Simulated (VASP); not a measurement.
Here is a VASP 6.6.1 calculation.

The input INCAR:

```
SYSTEM = Mg4S
PREC     = Accurate       ! precision mode
ENCUT    = 600            ! plane-wave cutoff, eV
EDIFF    = 1E-7           ! SCF threshold, eV
ISMEAR   = 0              ! smearing method
SIGMA    = 0.2            ! smearing width, eV
LREAL    = .FALSE.        ! projectors in reciprocal space
LASPH    = .TRUE.         ! aspherical terms in the spheres
NELM     = 120            ! most SCF steps
ALGO     = Normal         ! electronic algorithm
ISIF     = 3              ! what is computed and relaxed
LWAVE    = .FALSE.        ! write WAVECAR
LCHARG   = .FALSE.        ! write CHGCAR
GGA      = PE             ! functional
IBRION   = 2              ! ionic algorithm
NSW      = 36             ! ionic steps
EDIFFG   = -0.08          ! ionic threshold
GGA_COMPAT= .FALSE.      
NELMIN   = 4
```

Contents of KPOINTS:

```
regular mesh
0
G
  4 4 4
  0 0 0
```

File POSCAR:

```
Mg4S
1.0
    4.7000000000      0.0000000000      0.0000000000
    0.0000000000      4.7000000000      0.0000000000
    0.0000000000      0.0000000000      4.7000000000
Mg S
4 1
Direct
    0.0000000000      0.5000000000      0.5000000000
    0.5000000000      0.0000000000      0.5000000000
    0.5000000000      0.5000000000      0.0000000000
    0.0000000000      0.0000000000      0.0000000000
    0.5000000000      0.5000000000      0.5000000000
```

Potentials or basis: VASP PAW PBE potentials, release 64 (Mg, S).

The run is started by

```sh
$ cat potpaw_PBE.64/Mg/POTCAR potpaw_PBE.64/S/POTCAR > POTCAR
$ mpirun -np 1 vasp_std > vasp.out
```

**Question.** Predict the band gap on the k mesh.

**Answer.** Zero (bands 7 and 8 overlap by 2.04 eV).

**Question.** Predict the relaxed volume.

**Answer.** 23.95 Å³/atom.

**Question.** Estimate the relaxed cell.

**Answer.** a = 4.929 Å, b = 4.929 Å, c = 4.929 Å, α = 90.00°, β = 90.00°, γ = 90.00°.

**Question.** Estimate the space group after relaxing (to 0.1 Å).

**Answer.** Pm-3m (No. 221).

Final structure:
```cif
data_structure
_symmetry_space_group_name_H-M 'P 1'
_symmetry_Int_Tables_number 1
_cell_length_a 4.9288
_cell_length_b 4.9288
_cell_length_c 4.9288
_cell_angle_alpha 90.000
_cell_angle_beta 90.000
_cell_angle_gamma 90.000
_cell_volume 119.74
loop_
_atom_site_label
_atom_site_type_symbol
_atom_site_fract_x
_atom_site_fract_y
_atom_site_fract_z
_atom_site_occupancy
Mg1 Mg 0.00000 0.50000 0.50000 1
Mg2 Mg 0.50000 0.00000 0.50000 1
Mg3 Mg 0.50000 0.50000 0.00000 1
Mg4 Mg 0.00000 0.00000 0.00000 1
S1 S 0.50000 0.50000 0.50000 1
```

Caveat: the volume moved by over 15 % at a fixed basis, so the end points are rough.
